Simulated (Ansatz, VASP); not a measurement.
# One calculation of NbAs, two programs

```
Nb As
1.0
     0.00000   -3.51940    0.00000
     3.51940    0.00000    0.00000
    -1.75970    1.75970    5.95454
Nb As
2 2
Direct
  0.00000 0.00000 0.00000
  0.75000 0.25000 0.50000
  0.41600 0.41600 0.83200
  0.16600 0.66600 0.33200
```

Alike in both runs: task single point; functional PBE; k mesh 10 × 10 × 10; occupations gaussian, width 0.05 eV; no spin polarisation.

|  | VASP | Ansatz |
| --- | --- | --- |
| version | VASP 6.6.1 | Ansatz 0.2.0 |
| potentials or method | VASP PAW PBE potentials, release 64 (Nb_sv, As), cutoff 520 eV | scalar-relativistic, plane waves, PAW |
| valence electrons in the cell | 36 | 56 |

|  | VASP | Ansatz | Ansatz less VASP |
| --- | --- | --- | --- |
| gap on the k mesh at the Fermi level (eV) | none | none | - |
| pressure (GPa) | -5.9 | -5.8 | +0.02 |
| traceless stress, the component that is largest in VASP (GPa) | 1.18 | 1.20 | +0.024 |
| rms of the force components (eV/Å) | 0.132 | 0.132 | -0.0001 |

Atom by atom the forces differ by 0.000 eV/Å (rms over components). A gap of «none» marks a metal or a gap that the smearing closes. VASP's potentials hold 36 valence electrons a cell and Ansatz's 56, so a difference there can come from the potentials and not from the codes.
